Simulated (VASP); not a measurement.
Here is a VASP 6.6.1 calculation.

Contents of INCAR:

```
SYSTEM = ZnS
PREC     = Accurate       ! precision mode
ENCUT    = 520            ! plane-wave cutoff, eV
EDIFF    = 1E-7           ! SCF threshold, eV
ISMEAR   = -1             ! smearing method
SIGMA    = 0.05           ! smearing width, eV
LREAL    = .False.        ! projectors in reciprocal space
LASPH    = .True.         ! aspherical terms in the spheres
NELM     = 80             ! most SCF steps
ALGO     = Normal         ! electronic algorithm
ISIF     = 2              ! what is computed and relaxed
LWAVE    = .False.        ! write WAVECAR
LCHARG   = .True.         ! write CHGCAR
GGA      = PE             ! functional
LELF     = .True.         ! ELF
LVHAR    = .True.       
NBANDS   = 16             ! bands
```

The input KPOINTS:

```
Automatic mesh
0
Gamma
  15 15 15
  0 0 0
```

File POSCAR:

```
ZnS
1.0
    0.0000000000      2.7020000000      2.7020000000
    2.7020000000      0.0000000000      2.7020000000
    2.7020000000      2.7020000000      0.0000000000
Zn S
1 1
Direct
    0.7500000000      0.7500000000      0.7500000000
    0.0000000000      0.0000000000      0.0000000000
```

Potentials or basis: VASP PAW PBE potentials, release 64 (Zn, S).

The run is started by

```sh
$ cat potpaw_PBE.64/Zn/POTCAR potpaw_PBE.64/S/POTCAR > POTCAR
$ mpirun -np 1 vasp_std > vasp.out
```

Task: Estimate the band gap on the k mesh.

Result: 2.11 eV, direct.

Task: Estimate the pressure.

Result: 1.8 GPa.

**Measured values to compare with.**

From “Electronic, vibrational, and thermodynamic properties of ZnS (zincblende and rocksalt structure)”, 2009, arxiv:0911.5022, for a bulk crystal of ZnS at 19 K: band gap 3.85 eV (direct).

Against the measured gap of ZnS, 3.85 eV (direct; 19 K; quoted in “Electronic, vibrational, and thermodynamic properties of ZnS (zincblende and rocksalt structure)”, 2009, arxiv:0911.5022), the calculated 2.11 eV is off by -1.74 eV. The value is that of PBE on a finite k mesh, which can miss the band edges, without temperature or zero-point motion. Semilocal functionals fall short of measured gaps as a rule.
